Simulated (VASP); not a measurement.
Wanted: the native input for a VASP 6.6.1 run.

```
Task                   : dielectric tensor
Functional             : r2SCAN
Potentials or basis    : VASP PAW PBE potentials, release 64 (B, P)
Cutoff                 : 520 eV
k mesh                 : 8 × 8 × 8
Occupations            : gaussian, width 0.01 eV
Spin                   : no spin polarisation
Dipole correction      : no
Further INCAR settings : ALGO = Normal; EDIFF = 1e-08
```

The structure of BP lies in POSCAR:

```
BP
1.0
    0.0000000000      2.2456325122      2.2775840145
    2.2456325122      0.0000000000      2.2775840145
    2.2456325122      2.2456325122      0.0000000000
B P
1 1
Direct
    0.0000000000      0.0000000000      0.0000000000
    0.2500000000      0.2500000000      0.2500000000
```

This cell differs from its parent crystal: epitaxial xy strain -1.0%.

One way to write it, as run:

INCAR

```
SYSTEM = BP
  PREC = Accurate
  ENCUT = 520
  EDIFF = 1E-8
  ISMEAR = 0
  SIGMA = 0.01
  LREAL = .False.
  LASPH = .True.
  NELM = 80
  ALGO = Normal
  ISIF = 2
  LWAVE = .False.
  LCHARG = .False.
  METAGGA = R2SCAN
  LMIXTAU = .True.
  LCALCEPS = .True.
```

KPOINTS

```
Automatic mesh
0
Gamma
  8 8 8
  0 0 0
```

Potentials or basis: VASP PAW PBE potentials, release 64 (B, P).

Run with:

```console
$ cat potpaw_PBE.64/B/POTCAR potpaw_PBE.64/P/POTCAR > POTCAR
$ mpirun -np 1 vasp_std > vasp.out
```

It gave:

```yaml
Band_gap_on_the_k_mesh: 1.34 eV (least direct gap 3.59 eV)
Electronic_dielectric_tensor_diagonal: 8.56, 8.56, 8.77
Born_charges_mean_of_the_diagonal: B -0.50; P +0.50 e
```

Caveat: the cell differs from its parent crystal (epitaxial xy strain -1.0%).

Run time: 19 min on 1 thread of AMD EPYC 9R45 96-Core Processor (Zen 5), with other jobs on the host, peak memory 0.29 GiB.
